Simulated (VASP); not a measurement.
Set up this calculation in VASP 6.6.1, as the native input.

- Task: single point
- Functional: PBE
- Potentials or basis: VASP PAW PBE potentials, release 64 (Be, Te)
- Cutoff: 520 eV
- k mesh: 4 × 4 × 4
- Occupations: gaussian, width 0.01 eV
- Spin: no spin polarisation
- Dipole correction: no
- Further INCAR settings: ALGO = Normal; EDIFF = 1e-07; NBANDS = 11

The structure of BeTe lies in POSCAR:

```
BeTe
1.0
    0.0000000000      2.8286236224      2.8286236224
    2.7154786775      0.0000000000      2.8286236224
    2.7154786775      2.8286236224      0.0000000000
Be Te
1 1
Direct
    0.0000000000      0.0000000000      0.0000000000
    0.2500000000      0.2500000000      0.2500000000
```

This cell differs from its parent crystal: uniaxial x strain -4.0%.

The input as run:

INCAR

```
ALGO = Normal
EDIFF = 1E-7
ENCUT = 520
GGA = PE
ISIF = 2
ISMEAR = 0
LASPH = T
LCHARG = F
LREAL = F
LWAVE = F
NBANDS = 11
NELM = 60
PREC = Accurate
SIGMA = 0.01
```

KPOINTS

```
k-points
0
Gamma
  4 4 4
```

Potentials or basis: VASP PAW PBE potentials, release 64 (Be, Te).

Launch:

```bash
$ cat potpaw_PBE.64/Be/POTCAR potpaw_PBE.64/Te/POTCAR > POTCAR
$ mpirun -np 1 vasp_std > vasp.out
```

It gave:

* Pressure: 3.4 GPa
* Band gap on the k mesh: 1.57 eV (least direct gap 3.39 eV)

Caveat: the k points lie up to 0.49 Å⁻¹ apart; the cell differs from its parent crystal (uniaxial x strain -4.0%); spin-orbit coupling is left out, which moves the levels of the heavy elements.

Wall time 15 s on 1 thread of Intel Xeon 8259CL (shared host), peak memory 0.17 GiB.
